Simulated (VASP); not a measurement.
Wanted: the native input for a VASP 6.6.1 run.

| Property | Result |
| --- | --- |
| Task | single point |
| Functional | PBE-based screened hybrid with 20 % exact exchange |
| Potentials or basis | VASP PAW PBE potentials, release 64 (Si) |
| Cutoff | 520 eV |
| k mesh | 4 × 4 × 4 |
| Occupations | fermi-dirac, width 0.05 eV |
| Spin | no spin polarisation |
| Dipole correction | no |
| Grid for exact exchange (PRECFOCK) | Normal |
| Share of exact exchange | 0.2 |
| Further INCAR settings | ALGO = Normal; EDIFF = 1e-06; NBANDS = 13 |
| Screening parameter | 0.2 1/Å |

Si:

```
Si
1.0
     3.90575    0.00000    0.00000
    -1.95287    3.38248    0.00000
     0.00000    0.00000    4.11666
Si
3
Cartesian
  -0.9764 1.6912 1.3722
  0.9764 1.6912 2.7445
  1.9529 0.0000 0.0000
```

The input as run:

POSCAR

```
Si
1.0
    3.9057500000      0.0000000000      0.0000000000
   -1.9528700000      3.3824800000      0.0000000000
    0.0000000000      0.0000000000      4.1166600000
Si
3
Direct
    0.0000000000      0.5000000000      0.3333300000
    0.5000000000      0.5000000000      0.6666700000
    0.5000000000      0.0000000000      0.0000000000
```

INCAR.step1

```
ALGO     = Normal         # electronic algorithm
EDIFF    = 1E-5           # SCF threshold, eV
ENCUT    = 520            # plane-wave cutoff, eV
GGA      = PE             # functional
ISIF     = 2              # what is computed and relaxed
ISMEAR   = -1             # smearing method
LASPH    = T              # aspherical terms in the spheres
LREAL    = F              # projectors in reciprocal space
LWAVE    = T              # write WAVECAR
NBANDS   = 13             # bands
NELM     = 80             # most SCF steps
PREC     = Accurate       # precision mode
SIGMA    = 0.05           # smearing width, eV
```

INCAR.step2

```
AEXX     = 0.2            # exact-exchange fraction
ALGO     = Normal         # electronic algorithm
EDIFF    = 1E-6           # SCF threshold, eV
ENCUT    = 520            # plane-wave cutoff, eV
GGA      = PE             # functional
HFSCREEN = 0.2            # screening, 1/A
ISIF     = 2              # what is computed and relaxed
ISMEAR   = -1             # smearing method
ISTART   = 1            
LASPH    = T              # aspherical terms in the spheres
LCHARG   = T              # write CHGCAR
LELF     = T              # ELF
LHFCALC  = T              # exact exchange
LREAL    = F              # projectors in reciprocal space
LVHAR    = T            
LWAVE    = F              # write WAVECAR
NBANDS   = 13             # bands
NELM     = 80             # most SCF steps
PREC     = Accurate       # precision mode
PRECFOCK = Normal       
SIGMA    = 0.05           # smearing width, eV
```

KPOINTS

```
k-points
0
Gamma
  4 4 4
```

Potentials or basis: VASP PAW PBE potentials, release 64 (Si).

Command:

```sh
$ cat potpaw_PBE.64/Si/POTCAR > POTCAR
$ cp INCAR.step1 INCAR
$ mpirun -np 1 vasp_std > vasp.out
$ cp INCAR.step2 INCAR
$ mpirun -np 1 vasp_std > vasp.out
```

Results of the run:

```json
{
 "Pressure": "-2.1 GPa",
 "Band gap on the k mesh": "0.15 eV (least direct gap 1.97 eV)"
}
```

Caveat: the k points lie up to 0.46 Å⁻¹ apart; the PAW data sets were made with another functional, which shifts forces and pressure a little.

Run time: 4.7 min on 1 thread of Intel(R) Xeon(R) Platinum 8488C (Sapphire Rapids), with other jobs on the host, peak memory 0.26 GiB.
